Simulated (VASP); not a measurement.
# TiAl3H in VASP: further runs

TiAl3H is run at these levels: LDA; tasks: single point.

Program: VASP 6.6.1. These are calculated values, not measurements. Logs are shortened: lines on timing, memory, paths and dates and some standing lists are left out, and cuts for length are marked.

### 1 The cell of the first run

The cell holds a slab with vacuum, 10 atoms: a = 5.013 Å, b = 5.013 Å, c = 22.068 Å, α = 90.00°, β = 90.00°, γ = 64.41°.

### 2 Single point, LDA

Contents of INCAR:

```
ALGO = Normal
DIPOL = 0.5 0.5 0.305
EDIFF = 1E-6
ENCUT = 520
GGA = CA
IDIPOL = 3
ISIF = 2
ISMEAR = 0
LASPH = T
LCHARG = F
LDIPOL = T
LREAL = F
LWAVE = F
NBANDS = 33
NELM = 100
PREC = Accurate
SIGMA = 0.1
```

Contents of KPOINTS:

```
k-points
0
Gamma
  6 6 1
```

Contents of POSCAR:

```
TiAl3H
1.0
    5.0133158832      0.0000000000      0.0000000000
    2.1650041019      4.5217356605      0.0000000000
    0.0000000000      0.0000000000     22.0677223531
Al Ti H
6 2 2
Direct
    0.5000000000      0.0000000000      0.1812602105
    0.0000000000      0.5000000000      0.1812602105
    0.0000000000      0.0000000000      0.2418017965
    0.0000000000      0.5000000000      0.3061179612
    0.5000000000      0.0000000000      0.3061179612
    0.5000000000      0.5000000000      0.3655892631
    0.5000000000      0.5000000000      0.2418017965
    0.0000000000      0.0000000000      0.3624433202
    0.0000000000     -0.1177863142      0.4294834873
    0.0000000000      0.1177863142      0.4294834873
```

Potentials or basis: VASP PAW LDA potentials, release 64 (Al, Ti_sv, H).

Launch:

```sh
> cat potpaw_LDA.64/Al/POTCAR potpaw_LDA.64/Ti_sv/POTCAR potpaw_LDA.64/H/POTCAR > POTCAR
> mpirun -np 1 vasp_std > vasp.out
```

OUTCAR:

```text
EDIFF = 1E-6
   ENCUT = 520
   GGA = CA
   ISIF = 2
   ISMEAR = 0
   LASPH = T
   LREAL = F
   NELM = 100
   PREC = Accurate

 ion  position               nearest neighbor table
   1  0.500  0.000  0.181-   2 2.67   2 2.67   5 2.76   7 2.84   7 2.84   3 2.84   3 2.84
   2  0.000  0.500  0.181-   1 2.67   1 2.67   4 2.76   3 2.84   3 2.84   7 2.84   7 2.84
   3  0.000  0.000  0.242-   8 2.66   7 2.67   7 2.67   2 2.84   2 2.84   1 2.84   1 2.84   4 2.88
                             4 2.88   5 2.88   5 2.88
   4  0.000  0.500  0.306-   5 2.67   5 2.67   2 2.76   8 2.80   8 2.80   6 2.83   6 2.83   3 2.88
                             3 2.88   7 2.88   7 2.88
   5  0.500  0.000  0.306-   4 2.67   4 2.67   1 2.76   8 2.80   8 2.80   6 2.83   6 2.83   7 2.88
                             7 2.88   3 2.88   3 2.88
   6  0.500  0.500  0.366-   8 2.67   8 2.67   7 2.73   5 2.83   5 2.83   4 2.83   4 2.83
   7  0.500  0.500  0.242-   3 2.67   3 2.67   6 2.73   1 2.84   1 2.84   2 2.84   2 2.84   5 2.88
                             5 2.88   4 2.88   4 2.88
   8  0.000  0.000  0.362-   9 1.59  10 1.59   3 2.66   6 2.67   6 2.67   4 2.80   4 2.80   5 2.80
                             5 2.80
   9  0.000  0.882  0.429-   8 1.59
  10  0.000  0.118  0.429-   8 1.59

  LATTYP: Found a base centered orthorhombic cell.
 ALAT       =     5.3440596354
 B/A-ratio  =     1.5875142919
 C/A-ratio  =     4.1293929819

  Lattice vectors:

 A1 = (  -2.1650041019,  -4.5217356605,   0.0000000000)
 A2 = (   5.0133158832,   0.0000000000,   0.0000000000)
 A3 = (   0.0000000000,   0.0000000000,  22.0677223531)

Analysis of symmetry for initial positions (statically):
=====================================================================
 Subroutine PRICEL returns:
 Original cell was already a primitive cell.

 Routine SETGRP: Setting up the symmetry group for a
 base centered orthorhombic supercell.

 Subroutine GETGRP returns: Found  2 space group operations
 (whereof  2 operations were pure point group operations)
 out of a pool of  8 trial point group operations.

The static configuration has the point symmetry C_2 .

Analysis of symmetry for dynamics (positions and initial velocities):
=====================================================================
 Subroutine PRICEL returns:
 Original cell was already a primitive cell.

 Routine SETGRP: Setting up the symmetry group for a
 base centered orthorhombic supercell.

 Subroutine GETGRP returns: Found  2 space group operations
 (whereof  2 operations were pure point group operations)
 out of a pool of  8 trial point group operations.
[... 129 lines left out ...]
   IALGO  =     38    algorithm
   IMIX   =      4    mixing-type and parameters
     AMIX     =   0.40;   BMIX     =  1.00
     AMIX_MAG =   1.60;   BMIX_MAG =  1.00
  volume/ion in A,a.u.               =      50.03       337.59
  Fermi-wavevector in a.u.,A,eV,Ry     =   0.728053  1.375821  7.211925  0.530062
  Thomas-Fermi vector in A             =   1.819430
   LORBIT       =      0    0 simple, 1 ext, 2 COOP (PROOUT), +10 PAW based schemes
   GGA     = CA    functional components
   LHFCALC =     F    Hartree Fock is set to
   AEXX    =    0.0000 exact exchange contribution
   IVDW    =     0    specifies the selected vdW correction
   LEPSILON=     F    determine dielectric tensor
   LRPA    =     F    only Hartree local field effects (RPA)
 non-spin polarized calculation
 Gauss-broadening in eV      SIGMA  =   0.10
  energy-cutoff  :      520.00
  volume of cell :      500.25
 maximum number of plane-waves:     13496
 NGX is ok and might be reduce to    40
   NGX = 19   NGY = 19   NGZ = 83

 dipolmoment           0.000000      0.000000     -0.015251 electrons x Angstroem

 number of electron      44.0000003 magnetization

 dipolmoment           0.000000      0.000000      0.115689 electrons x Angstroem

 Free energy of the ion-electron system (eV)
  ---------------------------------------------------
  ext. energy  EPLUGINS =         0.00000000
  ---------------------------------------------------
  free energy    TOTEN  =       -46.02911497 eV

  energy without entropy =      -45.98816946  energy(sigma->0) =      -46.00864222

 E-fermi :  -1.5357     XC(G=0):  -3.8340

 val. band max:       -1.5431357859   @ k =   0.5000   0.0000   0.0000
 cond. band min:      -1.5320713542   @ k =   0.3333   0.1667   0.0000
 fundamental gap:      0.0110644317
 Fermi energy:        -1.5356517506

 k-point     1 :       0.0000    0.0000    0.0000
  band No.  band energies     occupation
      1     -57.3343      2.00000
      2     -56.9584      2.00000
      3     -34.1373      2.00000
      4     -33.9846      2.00000
      5     -33.9034      2.00000
      6     -33.8525      2.00000
[... 709 lines left out ...]
     32       1.9854      0.00000
     33       2.2070      0.00000

------------------------ aborting loop because EDIFF is reached ----------------------------------------

 vacuum level on the upper side and lower side of the slab       (xc-potential included)         0.436        -0.464

  FORCE on cell =-STRESS in cart. coord.  units (eV):
  Direction    XX          YY          ZZ          XY          YZ          ZX
  --------------------------------------------------------------------------------------
  -------------------------------------------------------------------------------------
  Total       -5.6239237     -2.7498579      4.8753201     -0.9294312      0.0000000      0.0000000
  in kB      -18.0120130     -8.8071032     15.6144240     -2.9767344      0.0000000      0.0000000
  external PRESSURE =      -3.7348974 kB  Pullay stress =       0.0000000 kB

 VOLUME and BASIS-vectors are now :
 -----------------------------------------------------------------------------
  energy-cutoff  :      520.00
  volume of cell :      500.25
      direct lattice vectors                 reciprocal lattice vectors
     5.013315883  0.000000000  0.000000000     0.199468779 -0.095505522  0.000000000
     2.165004102  4.521735661  0.000000000     0.000000000  0.221154016  0.000000000
     0.000000000  0.000000000 22.067722353     0.000000000  0.000000000  0.045315053

 POSITION                                       TOTAL-FORCE (eV/Angst)
 -----------------------------------------------------------------------------------
      2.50666      0.00000      4.00000        -0.000000      0.000000      0.560859
      1.08250      2.26087      4.00000         0.000000      0.000000      0.560323
      0.00000      0.00000      5.33601         0.000000      0.000000     -0.770664
      1.08250      2.26087      6.75533         0.000000      0.000000     -0.197729
      2.50666      0.00000      6.75533         0.000000      0.000000     -0.135284
      3.58916      2.26087      8.06772        -0.000000      0.000000      0.568634
      3.58916      2.26087      5.33601         0.000000      0.000000     -0.453967
      0.00000      0.00000      7.99830         0.000000      0.000000     -3.970946
      1.91000      3.98914      9.47772         0.577292     -0.477764      1.919387
      0.25501      0.53260      9.47772        -0.577292      0.477764      1.919387
 -----------------------------------------------------------------------------------
    total drift:                                0.000000      0.000000     -0.000076

  FREE ENERGIE OF THE ION-ELECTRON SYSTEM (eV)
  ---------------------------------------------------
  free  energy   TOTEN  =       -46.0291149729 eV

  energy  without entropy=      -45.9881694606  energy(sigma->0) =      -46.00864222

 vacuum level on the upper side and lower side of the slab         3.788         2.864
```

OSZICAR:

```text
N       E                     dE             d eps       ncg     rms          rms(c)
DAV:   1     0.277623762751E+03    0.27762E+03   -0.18787E+04  1616   0.103E+03
DAV:   2    -0.162812084861E+02   -0.29390E+03   -0.28627E+03  1622   0.271E+02
DAV:   3    -0.455351453280E+02   -0.29254E+02   -0.28823E+02  2133   0.741E+01
[... 20 lines left out ...]
DAV:  24    -0.460291051979E+02   -0.81259E-05   -0.43982E-07  1025   0.173E-03    0.850E-04
DAV:  25    -0.460291104854E+02   -0.52875E-05   -0.25387E-07  1056   0.124E-03    0.616E-04
DAV:  26    -0.460291133194E+02   -0.28340E-05   -0.11676E-07  1052   0.147E-03    0.285E-04
DAV:  27    -0.460291145803E+02   -0.12609E-05   -0.67033E-08  1064   0.688E-04    0.157E-04
DAV:  28    -0.460291149729E+02   -0.39261E-06   -0.36538E-08  1059   0.450E-04
   1 F= -.46029115E+02 E0= -.46008642E+02  d E =-.409455E-01
```

Run time: 7.4 min. Hardware: 1 thread of AMD EPYC 9R45 (Zen 5), shared host; peak memory 0.58 GiB.

What came out:

```
Free energy            : -46.0291 eV
Largest force          : 3.971 eV/Å
Band gap on the k mesh : zero (bands 22 and 23 overlap by 0.67 eV)
```

Forces in eV/Å, atoms in the order of the input:
```
Al   0.000  0.000  0.561
Al   0.000  0.000  0.560
Al   0.000  0.000 -0.771
Al   0.000  0.000 -0.198
Al   0.000  0.000 -0.135
Al   0.000  0.000  0.569
Ti   0.000  0.000 -0.454
Ti   0.000  0.000 -3.971
H    0.577 -0.478  1.919
H   -0.577  0.478  1.919
```

### 3 Single point, LDA

Contents of INCAR:

```
SYSTEM = TiAl3H
PREC = Accurate
ENCUT = 520
EDIFF = 1E-6
ISMEAR = 0
SIGMA = 0.1
LREAL = .False.
LASPH = .True.
NELM = 100
ALGO = Normal
ISIF = 2
LWAVE = .False.
LCHARG = .False.
LDIPOL = .True.
IDIPOL = 3
DIPOL = 0.5 0.5 0.310
GGA = CA
NBANDS = 33
```

Contents of KPOINTS:

```
regular mesh
0
Gamma
  6 6 1
  0 0 0
```

POSCAR: that of step 2 with these lines changed.

```diff
@@ -16,3 +16,3 @@
     0.0000000000      0.0000000000      0.3624433202
-    0.0000000000     -0.1177863142      0.4294834873
-    0.0000000000      0.1177863142      0.4294834873
+    0.0000000000     -0.1177863142      0.4584851210
+    0.0000000000      0.1177863142      0.4584851210
```

Potentials or basis: VASP PAW LDA potentials, release 64 (Al, Ti_sv, H).

Launch:

```sh
> cat potpaw_LDA.64/Al/POTCAR potpaw_LDA.64/Ti_sv/POTCAR potpaw_LDA.64/H/POTCAR > POTCAR
> mpirun -np 1 vasp_std > vasp.out
```

OUTCAR:

```text
SYSTEM = TiAl3H
   PREC = Accurate
   ENCUT = 520
   EDIFF = 1E-6
   ISMEAR = 0
   LREAL = .False.
   LASPH = .True.
   NELM = 100
   ISIF = 2
   GGA = CA

 ion  position               nearest neighbor table
   1  0.500  0.000  0.181-   2 2.67   2 2.67   5 2.76   7 2.84   7 2.84   3 2.84   3 2.84
   2  0.000  0.500  0.181-   1 2.67   1 2.67   4 2.76   3 2.84   3 2.84   7 2.84   7 2.84
   3  0.000  0.000  0.242-   8 2.66   7 2.67   7 2.67   2 2.84   2 2.84   1 2.84   1 2.84   4 2.88
                             4 2.88   5 2.88   5 2.88
   4  0.000  0.500  0.306-   5 2.67   5 2.67   2 2.76   8 2.80   8 2.80   6 2.83   6 2.83   3 2.88
                             3 2.88   7 2.88   7 2.88
   5  0.500  0.000  0.306-   4 2.67   4 2.67   1 2.76   8 2.80   8 2.80   6 2.83   6 2.83   7 2.88
                             7 2.88   3 2.88   3 2.88
   6  0.500  0.500  0.366-   8 2.67   8 2.67   7 2.73   5 2.83   5 2.83   4 2.83   4 2.83
   7  0.500  0.500  0.242-   3 2.67   3 2.67   6 2.73   1 2.84   1 2.84   2 2.84   2 2.84   5 2.88
                             5 2.88   4 2.88   4 2.88
   8  0.000  0.000  0.362-   3 2.66   6 2.67   6 2.67   4 2.80   4 2.80   5 2.80   5 2.80
   9  0.000  0.882  0.458-
  10  0.000  0.118  0.458-

  LATTYP: Found a base centered orthorhombic cell.
 ALAT       =     5.3440596354
 B/A-ratio  =     1.5875142919
 C/A-ratio  =     4.1293929819

  Lattice vectors:

 A1 = (  -2.1650041019,  -4.5217356605,   0.0000000000)
 A2 = (   5.0133158832,   0.0000000000,   0.0000000000)
 A3 = (   0.0000000000,   0.0000000000,  22.0677223531)

Analysis of symmetry for initial positions (statically):
=====================================================================
 Subroutine PRICEL returns:
 Original cell was already a primitive cell.

 Routine SETGRP: Setting up the symmetry group for a
 base centered orthorhombic supercell.

 Subroutine GETGRP returns: Found  2 space group operations
 (whereof  2 operations were pure point group operations)
 out of a pool of  8 trial point group operations.

The static configuration has the point symmetry C_2 .

Analysis of symmetry for dynamics (positions and initial velocities):
[... 162 lines left out ...]

 number of electron      44.0000003 magnetization

 dipolmoment           0.000000      0.000000     -0.003708 electrons x Angstroem

 Free energy of the ion-electron system (eV)
  ---------------------------------------------------
  ext. energy  EPLUGINS =         0.00000000
  ---------------------------------------------------
  free energy    TOTEN  =       -46.13911511 eV

  energy without entropy =      -46.10553844  energy(sigma->0) =      -46.12232677

 E-fermi :  -1.1712     XC(G=0):  -3.9583

 val. band max:       -1.1999701545   @ k =   0.5000   0.3333   0.0000
 cond. band min:      -1.1522866037   @ k =   0.5000   0.1667   0.0000
 fundamental gap:      0.0476835508
 Fermi energy:        -1.1712054247

 k-point     1 :       0.0000    0.0000    0.0000
  band No.  band energies     occupation
      1     -57.1671      2.00000
      2     -56.9380      2.00000
      3     -33.8928      2.00000
      4     -33.8707      2.00000
      5     -33.7495      2.00000
      6     -33.7092      2.00000
[... 709 lines left out ...]
     32       2.2772      0.00000
     33       2.3288      0.00000

------------------------ aborting loop because EDIFF is reached ----------------------------------------

 vacuum level on the upper side and lower side of the slab       (xc-potential included)        -0.223        -0.177

  FORCE on cell =-STRESS in cart. coord.  units (eV):
  Direction    XX          YY          ZZ          XY          YZ          ZX
  --------------------------------------------------------------------------------------
  -------------------------------------------------------------------------------------
  Total       -6.5403521     -6.6335975     -3.9194822     -2.4577989      0.0000000      0.0000000
  in kB      -20.9471026    -21.2457442    -12.5531155     -7.8717118      0.0000000      0.0000000
  external PRESSURE =     -18.2486541 kB  Pullay stress =       0.0000000 kB

 VOLUME and BASIS-vectors are now :
 -----------------------------------------------------------------------------
  energy-cutoff  :      520.00
  volume of cell :      500.25
      direct lattice vectors                 reciprocal lattice vectors
     5.013315883  0.000000000  0.000000000     0.199468779 -0.095505522  0.000000000
     2.165004102  4.521735661  0.000000000     0.000000000  0.221154016  0.000000000
     0.000000000  0.000000000 22.067722353     0.000000000  0.000000000  0.045315053

 POSITION                                       TOTAL-FORCE (eV/Angst)
 -----------------------------------------------------------------------------------
      2.50666      0.00000      4.00000         0.000000      0.000000      0.553452
      1.08250      2.26087      4.00000         0.000000      0.000000      0.553947
      0.00000      0.00000      5.33601         0.000000      0.000000     -0.754528
      1.08250      2.26087      6.75533         0.000000      0.000000     -0.034019
      2.50666      0.00000      6.75533         0.000000      0.000000     -0.029468
      3.58916      2.26087      8.06772        -0.000000      0.000000      0.201696
      3.58916      2.26087      5.33601        -0.000000      0.000000     -0.446027
      0.00000      0.00000      7.99830        -0.000000      0.000000      1.250647
      1.91000      3.98914     10.11772         1.507747      2.209644     -0.647850
      0.25501      0.53260     10.11772        -1.507747     -2.209644     -0.647850
 -----------------------------------------------------------------------------------
    total drift:                                0.000000      0.000000      0.000012

  FREE ENERGIE OF THE ION-ELECTRON SYSTEM (eV)
  ---------------------------------------------------
  free  energy   TOTEN  =       -46.1391151103 eV

  energy  without entropy=      -46.1055384396  energy(sigma->0) =      -46.12232677

 vacuum level on the upper side and lower side of the slab         3.102         3.154
```

It took 7.1 min on 1 thread of AMD EPYC 9R45 (Zen 5), shared host; peak memory 0.58 GiB.

Results:

```
Free energy            : -46.1391 eV
Largest force          : 2.752 eV/Å
Band gap on the k mesh : zero (bands 22 and 23 overlap by 0.38 eV)
```

Forces in eV/Å, atoms in the order of the input:
```
Al   0.000  0.000  0.553
Al   0.000  0.000  0.554
Al   0.000  0.000 -0.755
Al   0.000  0.000 -0.034
Al   0.000  0.000 -0.029
Al   0.000  0.000  0.202
Ti   0.000  0.000 -0.446
Ti   0.000  0.000  1.251
H    1.508  2.210 -0.648
H   -1.508 -2.210 -0.648
```

Levels at points of the mesh, in eV from the Fermi level:
```tsv
k point	band 19	band 20	band 21	band 22	band 23	band 24	band 25	band 26
(0.00, 0.00, 0.00)	-1.03	-0.99	-0.60	-0.35	-0.09	0.44	0.90	1.46
(0.50, 0.00, 0.00)	-0.61	-0.52	-0.15	-0.05	0.35	0.37	0.88	1.16
(0.00, 0.50, 0.00)	-0.77	-0.54	-0.15	-0.06	0.37	0.64	0.87	1.13
(0.50, 0.50, 0.00)	-0.61	-0.34	-0.28	0.25	0.32	0.61	0.78	0.88
```

### 4 Single point, LDA

Contents of INCAR:

```
PREC = Accurate
ENCUT = 520
EDIFF = 1E-7
ISMEAR = 0
SIGMA = 0.1
LREAL = F
LASPH = T
NELM = 60
ALGO = Normal
ISIF = 2
LWAVE = F
LCHARG = F
LDIPOL = T
IDIPOL = 3
DIPOL = 0.5 0.5 0.319
NBANDS = 33
```

Contents of KPOINTS:

```
Automatic mesh
0
Gamma
  6 6 1
```

POSCAR: that of step 3 with these lines changed.

```diff
@@ -16,3 +16,3 @@
     0.0000000000      0.0000000000      0.3624433202
-    0.0000000000     -0.1177863142      0.4584851210
-    0.0000000000      0.1177863142      0.4584851210
+    0.0000000000     -0.1177863142      0.5015344210
+    0.0000000000      0.1177863142      0.5015344210
```

Launch:

```sh
> cat potpaw_LDA.64/Al/POTCAR potpaw_LDA.64/Ti_sv/POTCAR potpaw_LDA.64/H/POTCAR > POTCAR
> mpirun -np 1 vasp_std > vasp.out
```

Wall time 8.1 min (1 thread of AMD EPYC 9R45 (Zen 5), shared host); peak memory 0.58 GiB.

Results (log left out):

```
Free energy            : -45.2547 eV
Largest force          : 4.099 eV/Å
Band gap on the k mesh : zero (bands 22 and 23 overlap by 0.35 eV)
```

Forces in eV/Å, atoms in the order of the input:
```
Al   0.000  0.000  0.572
Al   0.000  0.000  0.570
Al   0.000  0.000 -0.696
Al   0.000  0.000  0.026
Al   0.000  0.000  0.010
Al   0.000  0.000 -0.005
Ti   0.000  0.000 -0.507
Ti   0.000  0.000  0.460
H    1.838  3.658 -0.215
H   -1.838 -3.658 -0.215
```

Levels at points of the mesh, in eV from the Fermi level:
```tsv
k point	band 18	band 19	band 20	band 21	band 22	band 23	band 24	band 25	band 26	band 27
(0.00, 0.00, 0.00)	-1.10	-1.10	-1.07	-0.77	-0.39	-0.13	0.30	0.69	1.52	1.75
(0.50, 0.00, 0.00)	-1.44	-0.61	-0.57	-0.23	-0.08	0.23	0.76	0.81	1.14	1.29
(0.00, 0.50, 0.00)	-1.44	-0.66	-0.58	-0.23	-0.09	0.24	0.77	0.81	1.13	1.29
(0.50, 0.50, 0.00)	-1.84	-0.73	-0.39	0.06	0.16	0.18	0.53	0.64	0.85	1.19
```

### 5 The runs side by side

| cell | gap on the mesh (eV) | largest force (eV/Å) |
| --- | --- | --- |
| as given, atomic positions A | none | 3.97 |
| as given, atomic positions B | none | 2.75 |
| as given, atomic positions C | none | 4.10 |

Alike in all rows: task single point; level LDA; potentials or basis VASP PAW LDA potentials, release 64 (Al, Ti_sv, H); no spin polarisation; k mesh 6 × 6 × 1; cutoff (eV) 520; smearing gaussian 0.1 eV.

Total energies depend on the potentials used, so only differences within one code and one set of settings carry meaning.

The gap in the log of VASP goes by the Fermi energy; the results here count the filled bands.